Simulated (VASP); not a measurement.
# AlN (P6_3mc) in VASP: a series of runs, part 2 of 2

VASP 6.6.1. The steps go on from the part before.

**3. Relaxation of cell and atoms, RPBE**

This run uses another cell than the first one, of 10.45 Å³/atom.

File INCAR:

```
ALGO = Normal
EDIFF = 1E-7
EDIFFG = -0.01
ENCUT = 600
GGA = RP
IBRION = 2
ISIF = 3
ISMEAR = 0
LASPH = T
LCHARG = F
LREAL = F
LWAVE = F
NELM = 100
NSW = 60
PREC = Accurate
SIGMA = 0.01
```

File KPOINTS:

```
k-points
0
Gamma
  12 12 4
```

File POSCAR:

```
AlN
1.0
    3.1130000000      0.0000000000      0.0000000000
   -1.5565000000      2.6959400000      0.0000000000
    0.0000000000      0.0000000000      4.9810000000
Al N
2 2
Direct
    0.3333333333      0.6666666667      0.0000000000
    0.6666666667      0.3333333333      0.5000000000
    0.3333333333      0.6666666667      0.3800000000
    0.6666666667      0.3333333333      0.8800000000
```

Potentials or basis: VASP PAW PBE potentials, release 64 (Al, N).

Command:

```
> cat potpaw_PBE.64/Al/POTCAR potpaw_PBE.64/N/POTCAR > POTCAR
> mpirun -np 1 vasp_std > vasp.out
```

Run time: 67 s. Hardware: 1 thread of Intel Xeon Platinum 8259CL at 2.50GHz (Skylake/Cascade Lake), shared host; peak memory 0.19 GiB.

The run converged. Its results:

```
Free energy                           : -28.3526 eV
Relaxed volume                        : 10.80 Å³/atom
Relaxed cell                          : a = 3.145 Å, b = 3.145 Å, c = 5.045 Å, α = 90.00°, β = 90.00°, γ = 120.00°
Space group after relaxing (to 0.1 Å) : P6_3mc (No. 186)
Energy gained by relaxing             : 7.3 meV/atom
Ionic steps                           : 3
Pressure after relaxing               : 0.0 GPa
Band gap on the k mesh                : 3.97 eV
```

Stress tensor (GPa, compression positive):
```
 0.02  0.00  0.00
 0.00  0.02  0.00
 0.00  0.00 -0.07
```

Step by step:
| step | energy change (eV) | largest force (eV/Å) | pressure (GPa) | volume (Å³) |
| --- | --- | --- | --- | --- |
| 1 | 0.0000 | 0.1363 | 6.62 | 41.80 |
| 2 | -0.0080 | 0.0916 | -5.07 | 44.47 |
| 3 | -0.0293 | 0.0005 | -0.01 | 43.21 |

Final structure:
```cif
data_structure
_symmetry_space_group_name_H-M 'P 1'
_symmetry_Int_Tables_number 1
_cell_length_a 3.1449
_cell_length_b 3.1449
_cell_length_c 5.0447
_cell_angle_alpha 90.000
_cell_angle_beta 90.000
_cell_angle_gamma 120.000
_cell_volume 43.21
loop_
_atom_site_label
_atom_site_type_symbol
_atom_site_fract_x
_atom_site_fract_y
_atom_site_fract_z
_atom_site_occupancy
Al1 Al 0.33333 0.66667 0.99928 1
Al2 Al 0.66667 0.33333 0.49928 1
N1 N 0.33333 0.66667 0.38072 1
N2 N 0.66667 0.33333 0.88072 1
```

Levels at points of the mesh, in eV from the valence-band top:
| k point | band 4 | band 5 | band 6 | band 7 | band 8 | band 9 | band 10 | band 11 | band 12 |
| --- | --- | --- | --- | --- | --- | --- | --- | --- | --- |
| (0.00, 0.00, 0.00) | -0.83 | -0.83 | -0.20 | -0.20 | 0.00 | 3.97 | 6.48 | 10.43 | 11.02 |
| (0.50, 0.00, 0.00) | -4.06 | -3.24 | -2.02 | -1.71 | -0.67 | 5.79 | 5.80 | 7.98 | 10.12 |
| (0.00, 0.00, 0.50) | -3.27 | -0.52 | -0.52 | -0.52 | -0.52 | 6.25 | 6.25 | 10.15 | 10.15 |
| (0.50, 0.00, 0.50) | -5.43 | -1.42 | -1.42 | -1.32 | -1.32 | 5.27 | 5.27 | 9.14 | 9.14 |

Caveat: the PAW data sets were made with another functional, which shifts forces and pressure a little. A k mesh can miss the band edges.

**4. Relaxation of cell and atoms, r2SCAN+rVV10**

This run uses another cell than the first one, of 10.45 Å³/atom.

POSCAR is that of step 3.

File INCAR.step1:

```
SYSTEM = AlN
  PREC = Accurate
  ENCUT = 600
  ISMEAR = 0
  SIGMA = 0.01
  LREAL = .False.
  LASPH = .True.
  NELM = 60
  GGA = PE
  ALGO = Normal
  EDIFF = 1E-4
  LWAVE = .True.
  LCHARG = .False.
```

File INCAR.step2:

```
SYSTEM = AlN
  PREC = Accurate
  ENCUT = 600
  EDIFF = 1E-7
  ISMEAR = 0
  SIGMA = 0.01
  LREAL = .False.
  LASPH = .True.
  NELM = 60
  ALGO = Normal
  ISIF = 3
  LWAVE = .False.
  LCHARG = .False.
  METAGGA = R2SCAN
  LMIXTAU = .True.
  LUSE_VDW = .True.
  IVDW_NL = 2
  BPARAM = 11.95
  CPARAM = 0.0093
  IBRION = 2
  NSW = 60
  EDIFFG = -0.01
  ISTART = 1
```

File KPOINTS:

```
Automatic mesh
0
Gamma
  12 12 4
  0 0 0
```

Command:

```
> cat potpaw_PBE.64/Al/POTCAR potpaw_PBE.64/N/POTCAR > POTCAR
> cp INCAR.step1 INCAR
> mpirun -np 1 vasp_std > vasp.out
> cp INCAR.step2 INCAR
> mpirun -np 1 vasp_std > vasp.out
```

It took 14 min on 1 thread of Intel Xeon Platinum 8259CL at 2.50GHz (Skylake/Cascade Lake), shared host; peak memory 0.33 GiB.

Results (log left out):

- Free energy: -38.0829 eV
- Relaxed volume: 10.35 Å³/atom
- Relaxed cell: a = 3.101 Å, b = 3.101 Å, c = 4.972 Å, α = 90.00°, β = 90.00°, γ = 120.00°
- Space group after relaxing (to 0.1 Å): P6_3mc (No. 186)
- Energy gained by relaxing: 0.9 meV/atom
- Ionic steps: 5
- Pressure after relaxing: 0.0 GPa
- Largest force after relaxing: 0.009 eV/Å
- Band gap on the k mesh: 4.92 eV

Forces on the atoms (eV/Å):
```
Al   0.000  0.000 -0.009
Al   0.000  0.000 -0.009
N    0.000  0.000  0.009
N    0.000  0.000  0.009
```

Stress tensor (GPa, compression positive):
```
 0.06  0.00  0.00
 0.00  0.06  0.00
 0.00  0.00 -0.06
```

The path:
```tsv
step	energy change (eV)	largest force (eV/Å)	pressure (GPa)	volume (Å³)
1	0.0000	0.1256	-1.92	41.80
2	0.0003	0.1007	2.01	41.05
3	-0.0034	0.0160	-0.05	41.43
4	-0.0034	0.0134	-0.01	41.42
5	-0.0035	0.0086	0.02	41.42
```

Final structure:
```
Al N
1.0
     3.10135    0.00000    0.00000
    -1.55067    2.68585    0.00000
     0.00000    0.00000    4.97203
Al N
2 2
Direct
  0.33333 0.66667 0.99927
  0.66667 0.33333 0.49927
  0.33333 0.66667 0.38073
  0.66667 0.33333 0.88073
```

Levels at points of the mesh, in eV from the valence-band top:
```tsv
k point	band 5	band 6	band 7	band 8	band 9	band 10	band 11	band 12
(0.00, 0.00, 0.00)	-0.88	-0.22	-0.22	0.00	4.92	7.56	11.62	12.06
(0.50, 0.00, 0.00)	-3.41	-2.14	-1.78	-0.71	6.42	6.54	9.06	11.26
(0.00, 0.00, 0.50)	-0.56	-0.56	-0.56	-0.56	7.27	7.27	11.33	11.33
(0.50, 0.00, 0.50)	-1.50	-1.50	-1.40	-1.40	5.98	5.98	10.15	10.15
```

Caveat: the PAW data sets were made with another functional, which shifts forces and pressure a little. A k mesh can miss the band edges.

**5. Relaxation of cell and atoms, r2SCAN**

This run uses another cell than the first one, of 10.45 Å³/atom.

POSCAR is that of step 4.

File INCAR.step1:

```
PREC = Accurate ; ENCUT = 600
ISMEAR = 0 ; SIGMA = 0.01
LREAL = F ; LASPH = T
NELM = 80 ; GGA = PE
ALGO = Normal ; EDIFF = 1E-4
LWAVE = T ; LCHARG = F
```

File INCAR.step2:

```
PREC = Accurate ; ENCUT = 600
EDIFF = 1E-6 ; ISMEAR = 0
SIGMA = 0.01 ; LREAL = F
LASPH = T ; NELM = 80
ALGO = Normal ; ISIF = 3
LWAVE = F ; LCHARG = F
METAGGA = R2SCAN ; LMIXTAU = T
IBRION = 2 ; NSW = 60
EDIFFG = -0.01 ; ISTART = 1
```

File KPOINTS:

```
regular mesh
0
Gamma
  12 12 4
```

Command:

```
> cat potpaw_PBE.64/Al/POTCAR potpaw_PBE.64/N/POTCAR > POTCAR
> cp INCAR.step1 INCAR
> mpirun -np 1 vasp_std > vasp.out
> cp INCAR.step2 INCAR
> mpirun -np 1 vasp_std > vasp.out
```

Wall time 7.7 min (1 thread of Intel Xeon Platinum 8259CL at 2.50GHz (Skylake/Cascade Lake), shared host); peak memory 0.2 GiB.

The run converged. Its results:

* Free energy: -38.4559 eV
* Relaxed volume: 10.39 Å³/atom
* Relaxed cell: a = 3.104 Å, b = 3.104 Å, c = 4.978 Å, α = 90.00°, β = 90.00°, γ = 120.00°
* Space group after relaxing (to 0.1 Å): P6_3mc (No. 186)
* Energy gained by relaxing: 0.5 meV/atom
* Ionic steps: 6
* Pressure after relaxing: 0.0 GPa
* Largest force after relaxing: 0.004 eV/Å
* Band gap on the k mesh: 4.94 eV

Forces on the atoms (eV/Å):
```
Al   0.000  0.000 -0.004
Al   0.000  0.000 -0.004
N    0.000  0.000  0.004
N    0.000  0.000  0.004
```

Stress tensor (GPa, compression positive):
```
 0.09  0.00  0.00
 0.00  0.09  0.00
 0.00  0.00 -0.07
```

Step by step:
```tsv
step	energy change (eV)	largest force (eV/Å)	pressure (GPa)	volume (Å³)
1	0.0000	0.1250	-1.24	41.80
2	0.0001	0.0986	1.27	41.31
3	-0.0021	0.0147	-0.03	41.56
4	-0.0021	0.0117	-0.02	41.56
5	-0.0021	0.0098	0.02	41.55
6	-0.0022	0.0042	0.04	41.54
```

Final structure:
```
Al N
1.0
     3.10439    0.00000    0.00000
    -1.55220    2.68849    0.00000
     0.00000    0.00000    4.97765
Al N
2 2
Direct
  0.33333 0.66667 0.99926
  0.66667 0.33333 0.49926
  0.33333 0.66667 0.38074
  0.66667 0.33333 0.88074
```

Levels at points of the mesh, in eV from the valence-band top:
| k point | band 4 | band 5 | band 6 | band 7 | band 8 | band 9 | band 10 | band 11 | band 12 |
| --- | --- | --- | --- | --- | --- | --- | --- | --- | --- |
| (0.00, 0.00, 0.00) | -0.88 | -0.88 | -0.22 | -0.22 | 0.00 | 4.94 | 7.56 | 11.63 | 12.07 |
| (0.50, 0.00, 0.00) | -4.22 | -3.39 | -2.13 | -1.77 | -0.70 | 6.45 | 6.58 | 9.07 | 11.27 |
| (0.00, 0.00, 0.50) | -3.38 | -0.56 | -0.56 | -0.56 | -0.56 | 7.28 | 7.28 | 11.33 | 11.33 |
| (0.50, 0.00, 0.50) | -5.67 | -1.49 | -1.49 | -1.39 | -1.39 | 6.01 | 6.01 | 10.16 | 10.16 |

Caveat: the PAW data sets were made with another functional, which shifts forces and pressure a little.

**6. Summary**

| task | level | cell | cutoff (eV) | gap on the mesh (eV) | pressure (GPa) | relaxed volume (Å³/atom) |
| --- | --- | --- | --- | --- | --- | --- |
| single point | r2SCAN | a = 3.107, b = 3.107, c = 4.978 Å, angles 90.0, 90.0, 120.0°, 4 atoms | 520 | 4.92 | -0.4 | - |
| relaxation of cell and atoms | RPBE | relaxed from a = 3.113, b = 3.113, c = 4.981 Å, angles 90.0, 90.0, 120.0°, 4 atoms | 600 | 3.97 | 0.0 | 10.80 |
| relaxation of cell and atoms | r2SCAN+rVV10 | relaxed from a = 3.113, b = 3.113, c = 4.981 Å, angles 90.0, 90.0, 120.0°, 4 atoms | 600 | 4.92 | 0.0 | 10.35 |
| relaxation of cell and atoms | r2SCAN | relaxed from a = 3.113, b = 3.113, c = 4.981 Å, angles 90.0, 90.0, 120.0°, 4 atoms | 600 | 4.94 | 0.0 | 10.39 |

Alike in all rows: potentials or basis VASP PAW PBE potentials, release 64 (Al, N); no spin polarisation; k mesh 12 × 12 × 4; smearing gaussian 0.01 eV.

Caveats: the PAW data sets were made with another functional, which shifts forces and pressure a little.

Total energies depend on the potentials used, so only differences within one code and one set of settings carry meaning.

**7. Comparison with measurements**

Step 2. A measured gap of AlN is 6.0343 eV (an exciton energy, a little under the gap; 0 K; quoted in “Structural and optical properties of self-assembled AlN nanowires grown on SiO2/Si substrates by molecular beam epitaxy”, 2024, arxiv:2402.00216); the calculated 4.92 eV misses it by -1.11 eV. 2 values of this kind are on record (6.034 to 6.0343 eV); this one was drawn at random. The value is that of r2SCAN on a finite k mesh, which can miss the band edges, without temperature or zero-point motion.
